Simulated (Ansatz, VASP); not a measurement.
**Sc: VASP beside Ansatz**

The input INCAR:

```
SYSTEM = Sc
PREC     = Accurate       ! precision mode
ENCUT    = 520            ! plane-wave cutoff, eV
EDIFF    = 1E-6           ! SCF threshold, eV
ISMEAR   = -1             ! smearing method
SIGMA    = 0.05           ! smearing width, eV
LREAL    = .False.        ! projectors in reciprocal space
LASPH    = .True.         ! aspherical terms in the spheres
NELM     = 100            ! most SCF steps
ALGO     = Normal         ! electronic algorithm
ISIF     = 2              ! what is computed and relaxed
LWAVE    = .False.        ! write WAVECAR
LCHARG   = .True.         ! write CHGCAR
GGA      = PS             ! functional
LELF     = .True.         ! ELF
LVHAR    = .True.       
NBANDS   = 18             ! bands
```

KPOINTS

```
regular mesh
0
Gamma
  11 11 11
  0 0 0
```

Contents of POSCAR:

```
Sc
1.0
    0.0000000000      3.0218988671      3.0218988671
    3.0218988671      0.0000000000      3.0218988671
    3.0218988671      3.0218988671      0.0000000000
Sc
2
Direct
   -0.1250000000     -0.1250000000     -0.1250000000
    0.1250000000      0.1250000000      0.1250000000
```

Input for Ansatz:

```yaml
crystal:
  lattice:
    - [0.0, 3.0218988671, 3.0218988671]
    - [3.0218988671, 0.0, 3.0218988671]
    - [3.0218988671, 3.0218988671, 0.0]
  atoms:
    - { symbol: Sc, position: [-0.125, -0.125, -0.125] }
    - { symbol: Sc, position: [0.125, 0.125, 0.125] }
kpoints:
  mp_grid: { grid: [11, 11, 11] }
scf:
  occupations: { method: fermi_dirac, width: 0.05 }
hamiltonian:
  xc: pbesol
  pseudopotentials: { kind: paw }
output:
  forces: true
  stress: true
  eigenvalues: true
  populations: true
```

Change from the starting cell: volume scaled by 0.9, PAW files.

Alike in both runs: task single point; functional PBEsol; k mesh 11 × 11 × 11; occupations fermi-dirac, width 0.05 eV; no spin polarisation.

|  | VASP | Ansatz |
| --- | --- | --- |
| version | VASP 6.6.1 | Ansatz 0.2.0 |
| potentials or method | VASP PAW PBE potentials, release 64 (Sc_sv) | PAW with Ansatz's default frozen-core files, scalar-relativistic |
| plane-wave cutoff (eV) | 520 | 420 |
| valence electrons in the cell | 22 | 22 |

```tsv
	VASP	Ansatz	Ansatz less VASP
pressure (GPa)	1.7	1.7	-0.06
```

VASP's potentials were made for PBE, not for PBEsol. The functional is the same, so the differences come from potentials, cutoffs and numerics.
